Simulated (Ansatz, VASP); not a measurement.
## TaAl5B: VASP beside Ansatz

```
CELL_PARAMETERS angstrom
0.00000 3.95087 3.95087
3.95087 0.00000 3.95087
3.95087 3.95087 0.00000
ATOMIC_POSITIONS crystal
Ta 0.50000 0.50000 0.50000
Al 0.25000 0.25000 0.25000
Al 0.88829 0.88829 0.88829
Al 0.88829 0.88829 0.33512
Al 0.88829 0.33512 0.88829
Al 0.33512 0.88829 0.88829
B 0.75000 0.75000 0.75000
```

Alike in both runs: functional PBE; k mesh 4 × 4 × 4; occupations gaussian, width 0.2 eV; no spin polarisation.

Ansatz relaxed the structure, and its values are those at the end. VASP's run is a single point on that final structure, the one shown.

|  | VASP | Ansatz |
| --- | --- | --- |
| version | VASP 6.6.1 | Ansatz 0.2.0 |
| potentials or method | VASP PAW PBE potentials, release 64 (Ta_pv, Al, B), cutoff 500 eV | scalar-relativistic, plane waves, PAW |
| valence electrons in the cell | 29 | 31 |

|  | VASP | Ansatz | Ansatz less VASP |
| --- | --- | --- | --- |
| gap on the k mesh at the Fermi level (eV) | none | none | - |
| pressure (GPa) | 0.4 | 0.5 | +0.02 |
| rms of the force components (eV/Å) | 0.056 | 0.052 | -0.0032 |

A gap of «none» marks a metal or a gap that the smearing closes. With one functional, cell and mesh, what is left measures potentials, basis and numerics. VASP's potentials hold 29 valence electrons a cell and Ansatz's 31, so a difference there can come from the potentials and not from the codes.

Neither program's run includes spin-orbit coupling.
